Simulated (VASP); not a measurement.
Write the native input for VASP 6.6.1 that does the following.

```yaml
Task: single point
Functional: r2SCAN
Potentials_or_basis: VASP PAW PBE potentials, release 64 (Sr_sv, V_sv, O)
Cutoff: 520 eV
k_mesh: 8 × 8 × 8
Occupations: gaussian, width 0.05 eV
Spin: collinear spin, ferromagnetic start
Starting_moments: "[0.0, 0.93, 0.0, 0.0, 0.0] μB"
Dipole_correction: no
Further_INCAR_settings: ALGO = Normal; EDIFF = 1e-06; NBANDS = 32
```

SrVO3:

```
CELL_PARAMETERS angstrom
3.92797 0.00000 0.00000
0.00000 3.92797 0.00000
0.00000 0.00000 3.92797
ATOMIC_POSITIONS crystal
Sr 0.50000 0.50000 0.50000
V 0.00000 0.00000 0.00000
O 0.50000 0.00000 0.00000
O 0.00000 0.50000 0.00000
O 0.00000 0.00000 0.50000
```

These files were run (other wordings do the same):

POSCAR

```
SrVO3
1.0
    3.9279722764      0.0000000000      0.0000000000
    0.0000000000      3.9279722764      0.0000000000
    0.0000000000      0.0000000000      3.9279722764
Sr V O
1 1 3
Direct
    0.5000000000      0.5000000000      0.5000000000
    0.0000000000      0.0000000000      0.0000000000
    0.5000000000      0.0000000000      0.0000000000
    0.0000000000      0.5000000000      0.0000000000
    0.0000000000      0.0000000000      0.5000000000
```

INCAR.step1

```
PREC = Accurate
ENCUT = 520
ISMEAR = 0
SIGMA = 0.05
LREAL = F
LASPH = T
NELM = 150
ISPIN = 2
MAGMOM = 0 0.93 0 0 0
LMAXMIX = 4
NBANDS = 32
GGA = PE
ALGO = Normal
EDIFF = 1E-4
LWAVE = T
LCHARG = F
```

INCAR.step2

```
PREC = Accurate
ENCUT = 520
EDIFF = 1E-6
ISMEAR = 0
SIGMA = 0.05
LREAL = F
LASPH = T
NELM = 150
ALGO = Normal
ISIF = 2
LWAVE = F
LCHARG = F
ISPIN = 2
MAGMOM = 0 0.93 0 0 0
LORBIT = 11
LMAXMIX = 4
METAGGA = R2SCAN
LMIXTAU = T
NBANDS = 32
ISTART = 1
```

KPOINTS

```
regular mesh
0
Gamma
  8 8 8
```

Potentials or basis: VASP PAW PBE potentials, release 64 (Sr_sv, V_sv, O).

Run with:

```console
$ cat potpaw_PBE.64/Sr_sv/POTCAR potpaw_PBE.64/V_sv/POTCAR potpaw_PBE.64/O/POTCAR > POTCAR
$ cp INCAR.step1 INCAR
$ mpirun -np 1 vasp_std > vasp.out
$ cp INCAR.step2 INCAR
$ mpirun -np 1 vasp_std > vasp.out
```

It gave:

```yaml
Pressure: -12.5 GPa
Net_moment: 0.16 μB per cell
Site_moments: Sr -0.00; V +0.16; O -0.00 μB
Valence_electrons_inside_the_program's_atomic_spheres: Sr 8.05; V 11.36; O 5.04
```

Caveat: the cell stands under tension; the PAW data sets were made with another functional, which shifts forces and pressure a little.

Run time: 12 min on 1 thread of Intel Xeon 8259CL, with other jobs on the host, peak memory 0.27 GiB.
